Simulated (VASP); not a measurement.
Here is a VASP 6.6.1 calculation.

File INCAR:

```
SYSTEM = CsPbCl3
ALGO     = Normal         ! electronic algorithm
EDIFF    = 1E-8           ! SCF threshold, eV
ENCUT    = 520            ! plane-wave cutoff, eV
GGA      = PE             ! functional
ISIF     = 2              ! what is computed and relaxed
ISMEAR   = -4             ! smearing method
LASPH    = .TRUE.         ! aspherical terms in the spheres
LCHARG   = .FALSE.        ! write CHGCAR
LEFG     = .TRUE.       
LREAL    = .FALSE.        ! projectors in reciprocal space
LWAVE    = .FALSE.        ! write WAVECAR
NBANDS   = 30             ! bands
NELM     = 80             ! most SCF steps
PREC     = Accurate       ! precision mode
SIGMA    = 0.1            ! smearing width, eV
```

The input KPOINTS:

```
k-points
0
G
  5 5 5
  0 0 0
```

Contents of POSCAR:

```
CsPbCl3
1.0
    5.6050000000      0.0000000000      0.0000000000
    0.0000000000      5.6050000000      0.0000000000
    0.0000000000      0.0000000000      5.6050000000
Cs Pb Cl
1 1 3
Direct
    0.0000000000      0.0000000000      0.0000000000
    0.5000000000      0.5000000000      0.5000000000
    0.5000000000      0.5000000000      0.0000000000
    0.0000000000      0.5000000000      0.5000000000
    0.5000000000      0.0000000000      0.5000000000
```

Potentials or basis: VASP PAW PBE potentials, release 64 (Cs_sv, Pb_d, Cl).

Command:

```sh
$ cat potpaw_PBE.64/Cs_sv/POTCAR potpaw_PBE.64/Pb_d/POTCAR potpaw_PBE.64/Cl/POTCAR > POTCAR
$ mpirun -np 1 vasp_std > vasp.out
```

What does it give for the band gap on the k mesh?

2.96 eV.

What does it give for the pressure?

1.7 GPa.

Electric field gradients, principal values (V/Å²):
```csv
atom,least,middle,greatest (by size)
1 Cs,0.000,0.000,0.000
2 Pb,0.000,0.000,0.000
3 Cl,-42.616,-42.616,85.232
4 Cl,-42.616,-42.616,85.232
5 Cl,-42.616,-42.616,85.232
```

Caveat: without QUAD_EFG the Cq values of the log hold for a quadrupole moment of 1 mb, not for the nuclei; spin-orbit coupling is left out, which moves the levels of the heavy elements; an odd mesh through Γ misses points on the zone boundary, where band edges can lie.
